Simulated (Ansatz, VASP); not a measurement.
## One calculation of Mo, two programs

The input INCAR:

```
SYSTEM = Mo
  ALGO = Normal
  EDIFF = 1E-6
  ENCUT = 520
  GGA = PE
  ISIF = 2
  ISMEAR = -1
  LASPH = .TRUE.
  LCHARG = .FALSE.
  LREAL = .FALSE.
  LWAVE = .FALSE.
  NBANDS = 21
  NELM = 100
  PREC = Accurate
  SIGMA = 0.1
```

KPOINTS

```
k-points
0
G
  15 15 8
  0 0 0
```

File POSCAR:

```
Mo
1.0
   -1.8655402749      1.8653912877      1.2901234540
    1.8653912877     -1.8655402749      1.2901234540
    3.0728662601      3.0728662601     -1.2903963243
Mo
2
Direct
    0.9999597933      0.0000402067      0.0000000000
    0.7500402067      0.2499597933      0.5000000000
```

Input for Ansatz:

```yaml
crystal:
  lattice:
    - [-1.8655402749, 1.8653912877, 1.290123454]
    - [1.8653912877, -1.8655402749, 1.290123454]
    - [3.0728662601, 3.0728662601, -1.2903963243]
  atoms:
    - { symbol: Mo, position: [0.9999597933, 4.02067e-05, 0.0] }
    - { symbol: Mo, position: [0.7500402067, 0.2499597933, 0.5] }
hamiltonian:
  xc: pbe
  pseudopotentials:
    kind: paw
    azcp:
      Mo: "pseudopotentials/Mo.paw.azcp"
basis:
  ecutwfc: 420
  fft_grid_basis: typed
kpoints:
  mp_grid: { grid: [15, 15, 8], shift: [0, 0, 0] }
magnetization:
  spin_polarized: false
scf:
  occupations: { method: fermi_dirac, width: 0.1 }
  lower_state_search: "off"
output:
  stress: true
```

Alike in both runs: task single point; functional PBE; k mesh 15 × 15 × 8; occupations fermi-dirac, width 0.1 eV; no spin polarisation.

|  | VASP | Ansatz |
| --- | --- | --- |
| version | VASP 6.6.1 | Ansatz 0.2.0 |
| potentials or method | VASP PAW PBE potentials, release 64 (Mo_sv), cutoff 520 eV | plane waves (420 eV) with PAW, scalar-relativistic |
| valence electrons in the cell | 28 | 28 |

```tsv
	VASP	Ansatz	Ansatz less VASP
pressure (GPa)	24.7	24.0	-0.69
traceless stress, the component that is largest in VASP (GPa)	1.21	1.14	-0.064
```

The functional is the same, so the differences come from potentials, cutoffs and numerics.
